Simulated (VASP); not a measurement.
The system is V.

```
V
1.0
    -1.51435    1.51435    1.51435
     1.51435   -1.51435    1.51435
     1.51435    1.51435   -1.51435
V
1
Cartesian
  0.0000 0.0000 0.0000
```

```yaml
Program: VASP 6.6.1
Task: relaxation of cell and atoms
Functional: PBE
Potentials_or_basis: VASP PAW PBE potentials, release 64 (V_sv)
Cutoff: 600 eV
k_mesh: 20 × 20 × 20
Occupations: gaussian, width 0.1 eV
Spin: no spin polarisation
```

At the start: pressure -5.3 GPa; volume 13.89 Å³/atom.

Question: Where does the relaxation end?

Answer: Over 6 steps the energy falls by 7.1 meV/atom and the volume is 13.47 Å³/atom (-3.0 %); space group Im-3m (No. 229, to 0.1 Å) before and after.

Step by step:
| step | energy change (eV) | largest force (eV/Å) | pressure (GPa) | volume (Å³) |
| --- | --- | --- | --- | --- |
| 1 | 0.0000 | 0.0000 | -5.29 | 13.89 |
| 2 | 0.0033 | 0.0000 | 7.16 | 12.99 |
| 3 | -0.0071 | 0.0000 | -0.06 | 13.47 |
| 4 | -0.0071 | 0.0000 | 0.11 | 13.46 |
| 5 | -0.0071 | 0.0000 | -0.15 | 13.48 |
| 6 | -0.0071 | 0.0000 | -0.05 | 13.47 |

Final structure:
```
V
1.0
    -1.49895    1.49895    1.49895
     1.49895   -1.49895    1.49895
     1.49895    1.49895   -1.49895
V
1
Cartesian
  0.0000 0.0000 0.0000
```
